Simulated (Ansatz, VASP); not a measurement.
## One calculation of Nb, two programs

The input INCAR:

```
SYSTEM = Nb
  PREC = Accurate
  ENCUT = 600
  EDIFF = 1E-6
  ISMEAR = 0
  SIGMA = 0.1
  LREAL = .False.
  LASPH = .True.
  NELM = 80
  ALGO = Normal
  ISIF = 3
  LWAVE = .False.
  LCHARG = .False.
  GGA = PS
  IBRION = 2
  NSW = 90
  EDIFFG = -0.04
```

File KPOINTS:

```
regular mesh
0
Gamma
  6 6 6
  0 0 0
```

The input POSCAR:

```
Nb
1.0
    0.0000000000      2.2825093207      4.9807939570
    1.6008820847      0.0000000000      4.9807939570
    1.6008820847      2.2825093207      0.0000000000
Nb
2
Direct
    0.1354179040      0.1354179040      0.8645820960
    0.8645820960      0.8645820960      0.1354179040
```

Input for Ansatz:

```yaml
crystal:
  lattice:
    - [0.0, 2.2825093207, 4.980793957]
    - [1.6008820847, 0.0, 4.980793957]
    - [1.6008820847, 2.2825093207, 0.0]
  atoms:
    - { symbol: Nb, position: [0.135417904, 0.135417904, 0.864582096] }
    - { symbol: Nb, position: [0.864582096, 0.864582096, 0.135417904] }
basis:
  ecutwfc: 420
kpoints:
  mp_grid: { grid: [6, 6, 6] }
hamiltonian:
  xc: pbesol
scf:
  occupations: { method: gaussian, width: 0.1 }
  lower_state_search: "off"
output:
  forces: true
  stress: true
  eigenvalues: true
relax:
  adjacent_minimum: "off"
  f_tol: 0.04
  max_steps: 70
  cell: { stress_tol: 0.4 }
```

Alike in both runs: task relaxation of cell and atoms; functional PBEsol; k mesh 6 × 6 × 6; occupations gaussian, width 0.1 eV; no spin polarisation.

|  | VASP | Ansatz |
| --- | --- | --- |
| version | VASP 6.6.1 | Ansatz 0.2.0 |
| potentials or method | VASP PAW PBE potentials, release 64 (Nb_sv), cutoff 600 eV | scalar-relativistic, plane waves, PAW |
| valence electrons in the cell | 26 | 26 |

|  | VASP | Ansatz | Ansatz less VASP |
| --- | --- | --- | --- |
| gap on the k mesh at the Fermi level, each at its own relaxed structure (eV) | none | none | - |
| relaxed volume (Å³/atom) | 18.30 | 18.33 | +0.022 |
| relaxed cell length with the largest relative difference (Å) | 2.784 | 2.786 | +0.0014 |

VASP's potentials were made for PBE, not for PBEsol. A gap of «none» marks a metal or a gap that the smearing closes.

The k mesh is coarse, so the values compare programs but aren't converged.
